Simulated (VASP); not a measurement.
# PbSe (Fmm2) in VASP: a series of runs, part 2 of 2

VASP 6.6.1. The steps go on from the part before.

## (4) Single point, PBE

This run uses another cell than the first one, of 60.82 Å³/atom.

INCAR reads:

```
SYSTEM = PbSe
PREC     = Accurate       ! precision mode
ENCUT    = 520            ! plane-wave cutoff, eV
EDIFF    = 1E-7           ! SCF threshold, eV
ISMEAR   = -1             ! smearing method
SIGMA    = 0.05           ! smearing width, eV
LREAL    = .False.        ! projectors in reciprocal space
LASPH    = .True.         ! aspherical terms in the spheres
NELM     = 60             ! most SCF steps
ALGO     = Normal         ! electronic algorithm
ISIF     = 2              ! what is computed and relaxed
LWAVE    = .False.        ! write WAVECAR
LCHARG   = .False.        ! write CHGCAR
GGA      = PE             ! functional
NBANDS   = 28             ! bands
```

KPOINTS reads:

```
regular mesh
0
Gamma
  6 6 6
  0 0 0
```

POSCAR reads:

```
PbSe
1.0
    0.0000000000     12.1587223602      3.1665709534
    3.1591840082      0.0000000000      3.1665709534
    3.1591840082     12.1587223602      0.0000000000
Pb Se
2 2
Direct
    0.8052670000      0.1907300000      0.8092700000
    0.1907300000      0.8052670000      0.1947330000
    0.2955810000      0.6744230000      0.3255770000
    0.6744230000      0.2955810000      0.7044190000
```

Potentials or basis: VASP PAW PBE potentials, release 64 (Pb_d, Se).

On the command line:

```bash
$ cat potpaw_PBE.64/Pb_d/POTCAR potpaw_PBE.64/Se/POTCAR > POTCAR
$ mpirun -np 1 vasp_std > vasp.out
```

OUTCAR:

```text
SYSTEM = PbSe
   PREC = Accurate
   ENCUT = 520
   EDIFF = 1E-7
   ISMEAR = -1
   LREAL = .False.
   LASPH = .True.
   NELM = 60
   ISIF = 2
   GGA = PE

 ion  position               nearest neighbor table
   1  0.805  0.191  0.809-   4 2.87   3 3.09   3 3.16   3 3.16   3 3.25
   2  0.191  0.805  0.195-   3 2.87   4 3.09   4 3.16   4 3.16   4 3.25
   3  0.296  0.674  0.326-   2 2.87   1 3.09   1 3.16   1 3.16   1 3.25
   4  0.674  0.296  0.704-   1 2.87   2 3.09   2 3.16   2 3.16   2 3.25

  LATTYP: Found a face centered orthorhombic cell.
 ALAT       =     6.3183680164
 B/A-ratio  =     1.0023382447
[... 943 lines left out ...]
  --------------------------------------------------------------------------------------
  -------------------------------------------------------------------------------------
  Total       -1.3638448     -1.1140170     -1.3801923      0.0000000      0.0000000      0.0000000
  in kB       -8.9824219     -7.3370307     -9.0900879      0.0000000      0.0000000      0.0000000
  external PRESSURE =      -8.4698469 kB  Pullay stress =       0.0000000 kB

 VOLUME and BASIS-vectors are now :
 -----------------------------------------------------------------------------
  energy-cutoff  :      520.00
  volume of cell :      243.27
      direct lattice vectors                 reciprocal lattice vectors
     0.000000000 12.158722360  3.166570953    -0.158268717  0.041122742  0.157899509
     3.159184008  0.000000000  3.166570953     0.158268717 -0.041122742  0.157899509
     3.159184008 12.158722360  0.000000000     0.158268717  0.041122742 -0.157899509

 POSITION                                       TOTAL-FORCE (eV/Angst)
 -----------------------------------------------------------------------------------
      3.15918     19.63071      3.15390         0.000000     -0.192786      0.007229
      3.15918      4.68674      3.15390         0.000000      0.192786      0.007229
      3.15918      7.55249      3.07159         0.000000     -0.185695     -0.007229
      3.15918     16.76496      3.07159         0.000000      0.185695     -0.007229
 -----------------------------------------------------------------------------------
    total drift:                               -0.000012      0.000010     -0.000321

  FREE ENERGIE OF THE ION-ELECTRON SYSTEM (eV)
  ---------------------------------------------------
  free  energy   TOTEN  =       -16.0804571675 eV

  energy  without entropy=      -16.0804571348  energy(sigma->0) =      -16.08045715
```

OSZICAR:

```text
N       E                     dE             d eps       ncg     rms          rms(c)
DAV:   1     0.389676080104E+03    0.38968E+03   -0.17155E+04  2608   0.124E+03
DAV:   2     0.286438096775E+02   -0.36103E+03   -0.35215E+03  2856   0.333E+02
DAV:   3    -0.149793982482E+02   -0.43623E+02   -0.43013E+02  3336   0.140E+02
DAV:   4    -0.168642518534E+02   -0.18849E+01   -0.18790E+01  2996   0.375E+01
DAV:   5    -0.169362575615E+02   -0.72006E-01   -0.71999E-01  3476   0.714E+00    0.405E+00
DAV:   6    -0.161141737388E+02    0.82208E+00   -0.19578E+00  3552   0.742E+00    0.213E+00
DAV:   7    -0.160937864019E+02    0.20387E-01   -0.36899E-01  2784   0.233E+00    0.127E+00
DAV:   8    -0.160845502277E+02    0.92362E-02   -0.52457E-02  3332   0.177E+00    0.307E-01
DAV:   9    -0.160810285677E+02    0.35217E-02   -0.10062E-02  3472   0.731E-01    0.136E-01
DAV:  10    -0.160786464085E+02    0.23822E-02   -0.28279E-03  3076   0.212E-01    0.478E-02
DAV:  11    -0.160784776867E+02    0.16872E-03   -0.13855E-03  2848   0.127E-01    0.522E-02
DAV:  12    -0.160799760897E+02   -0.14984E-02   -0.50256E-04  2648   0.930E-02    0.306E-02
DAV:  13    -0.160802642717E+02   -0.28818E-03   -0.11342E-04  2968   0.639E-02    0.131E-02
DAV:  14    -0.160804412425E+02   -0.17697E-03   -0.32031E-05  2816   0.368E-02    0.109E-02
DAV:  15    -0.160804475717E+02   -0.63293E-05   -0.25437E-06  2896   0.748E-03    0.294E-03
DAV:  16    -0.160804568060E+02   -0.92342E-05   -0.18969E-06  2372   0.491E-03    0.621E-04
DAV:  17    -0.160804570886E+02   -0.28261E-06   -0.97234E-08  2540   0.196E-03    0.376E-04
DAV:  18    -0.160804571675E+02   -0.78890E-07   -0.19347E-08  1992   0.102E-03
   1 F= -.16080457E+02 E0= -.16080457E+02  d E =-.326764E-07
```

stdout:

```text
POSCAR found type information on POSCAR PbSe
 POSCAR found :  2 types and       4 ions
 scaLAPACK will be used
 LDA part: xc-table for (Slater+PW92), standard interpolation
 POSCAR, INCAR and KPOINTS ok, starting setup
 FFT: planning ... GRIDC
 FFT: planning ... GRID_SOFT
 FFT: planning ... GRID
 WAVECAR not read
 entering main loop
```

It took 8 min on 1 thread of Intel Xeon 6975P-C (Granite Rapids), shared host; peak memory 0.83 GiB.

Results:

* Free energy: -16.0805 eV
* Pressure: -0.8 GPa
* Largest force: 0.193 eV/Å
* Band gap on the k mesh: 1.67 eV

Forces in eV/Å, atoms in the order of the input:
```
Pb   0.000 -0.193  0.007
Pb   0.000  0.193  0.007
Se   0.000 -0.186 -0.007
Se   0.000  0.186 -0.007
```

Stress tensor (GPa, compression positive):
```
-0.90  0.00  0.00
 0.00 -0.73  0.00
 0.00  0.00 -0.91
```

Levels at points of the mesh, in eV from the valence-band top:
```
           k point  band 16  band 17  band 18  band 19  band 20  band 21  band 22  band 23  band 24  band 25
(0.00, 0.00, 0.00)    -2.05    -2.04    -1.10    -1.09    -0.30     2.29     4.07     4.72     4.85     4.88
(0.50, 0.00, 0.00)    -1.49    -0.70    -0.70     0.00     0.00     1.67     1.68     2.62     2.62     3.15
(0.50, 0.50, 0.00)    -3.54    -2.37    -2.37    -1.15    -1.14     3.70     3.73     5.24     5.25     5.45
(0.50, 0.00, 0.50)    -2.05    -2.04    -1.10    -1.09    -0.30     2.20     4.67     4.72     4.88     4.90
(0.00, 0.50, 0.50)    -3.54    -2.37    -2.37    -1.15    -1.14     3.71     3.72     5.23     5.26     5.43
```

Caveat: spin-orbit coupling is left out, which moves the levels of the heavy elements. A k mesh can miss the band edges.

## (5) The runs side by side

```csv
cell,gap on the mesh (eV),pressure (GPa),largest force (eV/Å)
"a = 12.401, b = 4.415, c = 12.399 Å, angles 79.8, 20.5, 79.7°, 4 atoms",1.68,0.0,0.02
"a = 12.483, b = 4.444, c = 12.481 Å, angles 79.8, 20.5, 79.7°, 4 atoms",1.68,-0.5,0.10
"a = 12.564, b = 4.473, c = 12.562 Å, angles 79.8, 20.5, 79.7°, 4 atoms",1.67,-0.8,0.19
```

Alike in all rows: task single point; level PBE; potentials or basis VASP PAW PBE potentials, release 64 (Pb_d, Se); no spin polarisation; k mesh 6 × 6 × 6; cutoff (eV) 520; smearing fermi-dirac 0.05 eV.

Caveats: spin-orbit coupling is left out, which moves the levels of the heavy elements.

Total energies depend on the potentials used, so only differences within one code and one set of settings carry meaning.
